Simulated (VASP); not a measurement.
Set up this calculation in VASP 6.6.1, as the native input.

| Quantity | Value |
| --- | --- |
| Task | single point |
| Functional | PBEsol |
| Potentials or basis | VASP PAW PBE potentials, release 64 (Li_sv) |
| Cutoff | 520 eV |
| k mesh | 22 × 22 × 22 |
| Occupations | fermi-dirac, width 0.1 eV |
| Spin | no spin polarisation |
| Dipole correction | no |
| Further INCAR settings | ALGO = Normal; EDIFF = 1e-06; NBANDS = 8 |

The structure of Li lies in POSCAR:

```
Li
1.0
   -1.7155479244      1.7155479244      1.7155479244
    1.7155479244     -1.7155479244      1.7155479244
    1.7155479244      1.7155479244     -1.7155479244
Li
1
Direct
    0.0000000000      0.0000000000      0.0000000000
```

The input as run:

INCAR

```
SYSTEM = Li
ALGO = Normal ; EDIFF = 1E-6
ENCUT = 520 ; GGA = PS
ISIF = 2 ; ISMEAR = -1
LASPH = .True. ; LCHARG = .True.
LELF = .True. ; LREAL = .False.
LVHAR = .True. ; LWAVE = .False.
NBANDS = 8 ; NELM = 100
PREC = Accurate ; SIGMA = 0.1
```

KPOINTS

```
k-points
0
Gamma
  22 22 22
  0 0 0
```

Potentials or basis: VASP PAW PBE potentials, release 64 (Li_sv).

Launch:

```sh
$ cat potpaw_PBE.64/Li_sv/POTCAR > POTCAR
$ mpirun -np 1 vasp_std > vasp.out
```

It gave:

| Quantity | Value |
| --- | --- |
| Band gap on the k mesh | zero (an odd number of electrons rules out a gap without spin polarisation) |

Run time: 18 s on 1 thread of Intel(R) Xeon(R) Platinum 8375C CPU @ 2.90GHz (Ice Lake), on a shared host, peak memory 0.16 GiB.
